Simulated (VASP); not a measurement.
# CdSe (I4mm) in VASP: notebook

Runs on CdSe. Level: PBEsol. Tasks: single point.

Program: VASP 6.6.1. These are calculated values, not measurements. Logs are shortened: lines on timing, memory, paths and dates and some standing lists are left out, and cuts for length are marked.

**1. The cell of the first run**

Symmetry: I4mm, No. 107, tetragonal system. The conventional cell has a = 4.064 Å, b = 4.064 Å, c = 5.748 Å, α = 90.00°, β = 90.00°, γ = 90.00°. Cd (site symmetry 4mm) has 6 Se at 2.50 to 3.25 Å within 3.3 Å. Within 3.3 Å of Se (site symmetry 4mm) lie 6 Cd at 2.50 to 3.25 Å.

**2. Single point, PBEsol (one atom moved)**

The input, INCAR:

```
ALGO = Normal ; EDIFF = 1E-6
ENCUT = 500 ; GGA = PS
GGA_COMPAT = F ; ISIF = 2
ISMEAR = 0 ; LASPH = T
LCHARG = T ; LELF = T
LREAL = F ; LVHAR = T
LWAVE = F ; NBANDS = 16
NELM = 120 ; PREC = Accurate
SIGMA = 0.1
```

The input, KPOINTS:

```
k-points
0
Gamma
  12 12 12
```

The input, POSCAR:

```
CdSe
1.0
    0.0000000000      2.8739580000      2.8739580000
    2.8739580000      0.0000000000      2.8739580000
    2.8739580000      2.8739580000      0.0000000000
Cd Se
1 1
Direct
    0.0652410369      0.0652410369     -0.0652410369
    0.5000000000      0.5000000000      0.5000000000
```

Potentials or basis: VASP PAW PBE potentials, release 64 (Cd, Se).

Launch:

```sh
$ cat potpaw_PBE.64/Cd/POTCAR potpaw_PBE.64/Se/POTCAR > POTCAR
$ mpirun -np 1 vasp_std > vasp.out
```

OUTCAR:

```text
EDIFF = 1E-6
   ENCUT = 500
   GGA = PS
   ISIF = 2
   ISMEAR = 0
   LASPH = T
   LREAL = F
   NELM = 120
   PREC = Accurate

 ion  position               nearest neighbor table
   1  0.065  0.065  0.935-   2 2.50   2 2.90   2 2.90   2 2.90   2 2.90   2 3.25
   2  0.500  0.500  0.500-   1 2.50   1 2.90   1 2.90   1 2.90   1 2.90   1 3.25

  LATTYP: Found a face centered cubic cell.
 ALAT       =     5.7479160000

  Lattice vectors:

 A1 = (   0.0000000000,   2.8739580000,   2.8739580000)
 A2 = (   2.8739580000,   0.0000000000,   2.8739580000)
 A3 = (   2.8739580000,   2.8739580000,   0.0000000000)

Analysis of symmetry for initial positions (statically):
=====================================================================
 Subroutine PRICEL returns:
 Original cell was already a primitive cell.

 Routine SETGRP: Setting up the symmetry group for a
 face centered cubic supercell.

 Subroutine GETGRP returns: Found  8 space group operations
 (whereof  8 operations were pure point group operations)
 out of a pool of 48 trial point group operations.

The static configuration has the point symmetry C_4v.

Analysis of symmetry for dynamics (positions and initial velocities):
=====================================================================
 Subroutine PRICEL returns:
 Original cell was already a primitive cell.

 Routine SETGRP: Setting up the symmetry group for a
 face centered cubic supercell.

 Subroutine GETGRP returns: Found  8 space group operations
 (whereof  8 operations were pure point group operations)
 out of a pool of 48 trial point group operations.

The dynamic configuration has the point symmetry C_4v.

 Subroutine INISYM returns: Found  8 space group operations
 (whereof  8 operations are pure point group operations),
 and found     1 'primitive' translations

----------------------------------------------------------------------------------------

                                     Primitive cell

  volume of cell :      47.4757

  direct lattice vectors                    reciprocal lattice vectors
     0.000000000  2.873958000  2.873958000    -0.173976098  0.173976098  0.173976098
     2.873958000  0.000000000  2.873958000     0.173976098 -0.173976098  0.173976098
     2.873958000  2.873958000  0.000000000     0.173976098  0.173976098 -0.173976098

  length of vectors
     4.064390381  4.064390381  4.064390381     0.301335442  0.301335442  0.301335442

  position of ions in fractional coordinates (direct lattice)
     0.065241037  0.065241037  0.934758963
     0.500000000  0.500000000  0.500000000

  ion indices of the primitive-cell ions
   primitive index   ion index
                 1           1
                 2           2

----------------------------------------------------------------------------------------

 KPOINTS: k-points

Automatic generation of k-mesh.
 Grid dimensions read from file:
 generate k-points for:   12   12   12

 Generating k-lattice:

  Cartesian coordinates                     Fractional coordinates (reciprocal lattice)
    -0.014498008  0.014498008  0.014498008     0.083333333  0.000000000  0.000000000
     0.014498008 -0.014498008  0.014498008     0.000000000  0.083333333  0.000000000
     0.014498008  0.014498008 -0.014498008     0.000000000  0.000000000  0.083333333

  Length of vectors
     0.025111287  0.025111287  0.025111287

  Shift w.r.t. Gamma in fractional coordinates (k-lattice)
     0.000000000  0.000000000  0.000000000

 Subroutine IBZKPT returns following result:
 ===========================================

 Found    163 irreducible k-points:

 Following reciprocal coordinates:
            Coordinates               Weight
  0.000000  0.000000  0.000000      1.000000
  0.083333  0.000000  0.000000      8.000000
  0.166667  0.000000  0.000000      8.000000
  0.250000  0.000000  0.000000      8.000000
  0.333333  0.000000  0.000000      8.000000
  0.416667  0.000000  0.000000      8.000000
[... 16 lines left out ...]
  0.000000 -0.333333  0.083333     16.000000
 -0.250000  0.083333  0.000000      8.000000
 [... further k-points ...]
   k-points           NKPTS =    163   k-points in BZ     NKDIM =    163   number of bands    NBANDS=     16
   number of dos      NEDOS =    301   number of ions     NIONS =      2
   total plane-waves  NPLWV =  27000
   dimension x,y,z NGX =    30 NGY =   30 NGZ =   30
   dimension x,y,z NGXF=    60 NGYF=   60 NGZF=   60
   ions per type =               1   1
   NGX,Y,Z   is equivalent  to a cutoff of  12.27, 12.27, 12.27 a.u.
   NGXF,Y,Z  is equivalent  to a cutoff of  24.54, 24.54, 24.54 a.u.
 SYSTEM =  unknown system
   PREC   = accura    normal or accurate (medium, high low for compatibility)
   ISTART =      0    job   : 0-new  1-cont  2-samecut
   ICHARG =      2    charge: 1-file 2-atom 10-const
   ISPIN  =      1    spin polarized calculation?
   LNONCOLLINEAR =      F non collinear calculations
   LSORBIT =      F    spin-orbit coupling
   LASPH  =      T    aspherical Exc in radial PAW
   ENCUT  =  500.0 eV  36.75 Ry    6.06 a.u.   7.41  7.41  7.41*2*pi/ulx,y,z
   NELM   =    120;   NELMIN=  2; NELMDL= -5     # of ELM steps
   EDIFF  = 0.1E-05   stopping-criterion for ELM
   LREAL  =      F    real-space projection
   EDIFFG = 0.1E-04   stopping-criterion for IOM
   NSW    =      0    number of steps for IOM
   IBRION =     -1    ionic relax: 0-MD 1-quasi-New 2-CG
   NFREE  =      0    steps in history (QN), initial steepest desc. (CG)
   ISIF   =      2    stress and relaxation
   ISYM   =      2    0-nonsym 1-usesym 2-fastsym
   POTIM  = 0.5000    time-step for ionic-motion
   TEBEG  =    0.0;   TEEND  =   0.0 temperature during run
   PSTRESS=    0.0 pullay stress
   NELECT =      18.0000    total number of electrons
   NUPDOWN=      -1.0000    fix difference up-down
   EMIN   =  10.00;   EMAX   =-10.00  energy-range for DOS
   EFERMI =   0.00;   METHOD = LEGACY
   ISMEAR =     0;   SIGMA  =   0.10  broadening in eV -4-tet -1-fermi 0-gaus
   EFERMI_NEDOS =   21; number of points for ismear=-14 and -15
   IALGO  =     38    algorithm
   IMIX   =      4    mixing-type and parameters
     AMIX     =   0.40;   BMIX     =  1.00
     AMIX_MAG =   1.60;   BMIX_MAG =  1.00
  volume/ion in A,a.u.               =      23.74       160.19
  Fermi-wavevector in a.u.,A,eV,Ry     =   1.184882  2.239103 19.101849  1.403946
  Thomas-Fermi vector in A             =   2.321088
   LORBIT       =      0    0 simple, 1 ext, 2 COOP (PROOUT), +10 PAW based schemes
   GGA     = PS    functional components
   LHFCALC =     F    Hartree Fock is set to
   AEXX    =    0.0000 exact exchange contribution
   IVDW    =     0    specifies the selected vdW correction
   LEPSILON=     F    determine dielectric tensor
   LRPA    =     F    only Hartree local field effects (RPA)
 non-spin polarized calculation
 Gauss-broadening in eV      SIGMA  =   0.10
  energy-cutoff  :      500.00
  volume of cell :       47.48
 maximum number of plane-waves:      1243
 NGX is ok and might be reduce to    30
   NGX = 15   NGY = 15   NGZ = 15

 number of electron      18.0000007 magnetization

 Free energy of the ion-electron system (eV)
  ---------------------------------------------------
  ext. energy  EPLUGINS =         0.00000000
  ---------------------------------------------------
  free energy    TOTEN  =        -5.83479319 eV

  energy without entropy =       -5.83380190  energy(sigma->0) =       -5.83429755

 E-fermi :   2.1500     XC(G=0): -10.1588

 val. band max:        2.1086511545   @ k =  -0.1667   0.1667   0.0000
 cond. band min:       2.1965647013   @ k =   0.0000   0.0000   0.0000
 fundamental gap:      0.0879135468
 Fermi energy:         2.1500395178

 k-point     1 :       0.0000    0.0000    0.0000
  band No.  band energies     occupation
      1     -10.8717      2.00000
      2      -5.9560      2.00000
      3      -5.8223      2.00000
      4      -5.8223      2.00000
      5      -5.7398      2.00000
      6      -5.7292      2.00000
[... 8 lines left out ...]
     15      12.3056      0.00000
     16      12.4734      0.00000

 k-point     2 :       0.0833    0.0000    0.0000
  band No.  band energies     occupation
      1     -10.8244      2.00000
      2      -5.9646      2.00000
      3      -5.8201      2.00000
      4      -5.8197      2.00000
      5      -5.7452      2.00000
      6      -5.7257      2.00000
[... 8 lines left out ...]
     15      11.9857      0.00000
     16      12.1528      0.00000

 k-point     3 :       0.1667    0.0000    0.0000
  band No.  band energies     occupation
      1     -10.6899      2.00000
      2      -5.9873      2.00000
      3      -5.8318      2.00000
      4      -5.8160      2.00000
      5      -5.7416      2.00000
      6      -5.7125      2.00000
[... 8 lines left out ...]
     15      11.8484      0.00000
     16      11.9959      0.00000

 k-point     4 :       0.2500    0.0000    0.0000
  band No.  band energies     occupation
      1     -10.4926      2.00000
      2      -6.0131      2.00000
      3      -5.8712      2.00000
      4      -5.8213      2.00000
      5      -5.7120      2.00000
      6      -5.6877      2.00000
[... 8 lines left out ...]
     15      12.3503      0.00000
     16      12.3577      0.00000
[... 324 lines left out ...]
 k-point    22 :      -0.3333    0.0833    0.0000
  band No.  band energies     occupation
      1     -10.2022      2.00000
      2      -5.9793      2.00000
      3      -5.9326      2.00000
      4      -5.8376      2.00000
      5      -5.6788      2.00000
      6      -5.6333      2.00000
[... 8 lines left out ...]
     15      12.9462      0.00000
     16      14.6496      0.00000

 k-point    23 :       0.0000   -0.3333    0.0833
  band No.  band energies     occupation
      1     -10.1947      2.00000
      2      -6.0310      2.00000
      3      -5.9212      2.00000
      4      -5.8372      2.00000
      5      -5.6570      2.00000
      6      -5.6417      2.00000
[... 8 lines left out ...]
     15      12.9979      0.00000
     16      14.5864      0.00000

 k-point    24 :      -0.2500    0.0833    0.0000
  band No.  band energies     occupation
      1     -10.4006      2.00000
      2      -5.9814      2.00000
      3      -5.8966      2.00000
      4      -5.8179      2.00000
      5      -5.7179      2.00000
      6      -5.6581      2.00000
[... 8 lines left out ...]
     15      12.0108      0.00000
     16      13.5999      0.00000

 [... further k-points ...]

------------------------ aborting loop because EDIFF is reached ----------------------------------------

  FORCE on cell =-STRESS in cart. coord.  units (eV):
  Direction    XX          YY          ZZ          XY          YZ          ZX
  --------------------------------------------------------------------------------------
  -------------------------------------------------------------------------------------
  Total       -1.1604224     -1.1604224      2.1504704      0.0000000      0.0000000      0.0000000
  in kB      -39.1611507    -39.1611507     72.5726192      0.0000000      0.0000000      0.0000000
  external PRESSURE =      -1.9165607 kB  Pullay stress =       0.0000000 kB

 VOLUME and BASIS-vectors are now :
 -----------------------------------------------------------------------------
  energy-cutoff  :      500.00
  volume of cell :       47.48
      direct lattice vectors                 reciprocal lattice vectors
     0.000000000  2.873958000  2.873958000    -0.173976098  0.173976098  0.173976098
     2.873958000  0.000000000  2.873958000     0.173976098 -0.173976098  0.173976098
     2.873958000  2.873958000  0.000000000     0.173976098  0.173976098 -0.173976098

 POSITION                                       TOTAL-FORCE (eV/Angst)
 -----------------------------------------------------------------------------------
      2.87396      2.87396      0.37500         0.000000      0.000000     -1.033248
      2.87396      2.87396      2.87396         0.000000      0.000000      1.033248
 -----------------------------------------------------------------------------------
    total drift:                               -0.000000     -0.000000     -0.000251

  FREE ENERGIE OF THE ION-ELECTRON SYSTEM (eV)
  ---------------------------------------------------
  free  energy   TOTEN  =        -5.8347931863 eV

  energy  without entropy=       -5.8338019048  energy(sigma->0) =       -5.83429755
```

Run time: 2.8 min. Hardware: 1 thread of Intel Xeon 8259CL, shared host; peak memory 0.26 GiB.

Results:

```
Free energy            : -5.8348 eV
Pressure               : -0.2 GPa
Largest force          : 1.033 eV/Å
Band gap on the k mesh : zero (bands 9 and 10 overlap by 0.26 eV)
```

Forces in eV/Å, atoms in the order of the input:
```
Cd   0.000  0.000 -1.033
Se   0.000  0.000  1.033
```

Caveat: the cell differs from its parent crystal (one atom moved); semilocal functionals underestimate gaps, so a narrow gap can read as zero; the PAW data sets were made with another functional, which shifts forces and pressure a little.

**3. Single point, PBEsol (strained and its atoms moved)**

The input, INCAR:

```
PREC = Accurate
ENCUT = 500
EDIFF = 1E-6
ISMEAR = 0
SIGMA = 0.1
LREAL = False
LASPH = True
NELM = 120
ALGO = Normal
ISIF = 2
LWAVE = False
LCHARG = False
GGA = PS
NBANDS = 16
GGA_COMPAT = False
```

The input, KPOINTS:

```
Automatic mesh
0
Gamma
  12 12 12
```

The input, POSCAR:

```
CdSe
1.0
    0.0000000000      2.8335501505      3.0059876305
    2.8335501505      0.0000000000      3.0059876305
    2.8335501505      2.8335501505      0.0000000000
Cd Se
1 1
Direct
   -0.0434940246     -0.0434940246      0.0434940246
    0.5434940246      0.5434940246      0.4565059754
```

Potentials or basis: VASP PAW PBE potentials, release 64 (Cd, Se).

Launch:

```sh
$ cat potpaw_PBE.64/Cd/POTCAR potpaw_PBE.64/Se/POTCAR > POTCAR
$ mpirun -np 1 vasp_std > vasp.out
```

Run time: 2.6 min. Hardware: 1 thread of Intel Xeon 8259CL, shared host; peak memory 0.26 GiB.

It converged, with:

| Property | Result |
| --- | --- |
| Free energy | -5.8400 eV |
| Pressure | 0.1 GPa |
| Largest force | 1.034 eV/Å |
| Band gap on the k mesh | zero (bands 9 and 10 overlap by 0.16 eV) |

Forces in eV/Å, atoms in the order of the input:
```
Cd   0.000  0.000  1.034
Se   0.000  0.000 -1.034
```

Stress tensor (GPa, compression positive):
```
-3.86  0.00  0.00
 0.00 -3.86  0.00
 0.00  0.00  8.13
```

Levels at points of the mesh, in eV from the Fermi level:
```tsv
k point	band 6	band 7	band 8	band 9	band 10	band 11	band 12	band 13
(0.00, 0.00, 0.00)	-7.94	-0.54	-0.54	-0.51	-0.01	7.52	7.52	8.06
(0.50, 0.00, 0.00)	-7.85	-5.02	-0.72	-0.16	2.88	5.47	5.51	5.81
(0.50, 0.50, 0.00)	-7.41	-4.66	-1.99	-1.99	0.06	5.48	9.46	10.33
(0.50, 0.00, 0.50)	-7.30	-4.12	-2.22	-2.06	-0.23	4.49	9.51	10.09
```

Caveat: the cell differs from its parent crystal (strained and its atoms moved); semilocal functionals underestimate gaps, so a narrow gap can read as zero; the PAW data sets were made with another functional, which shifts forces and pressure a little.
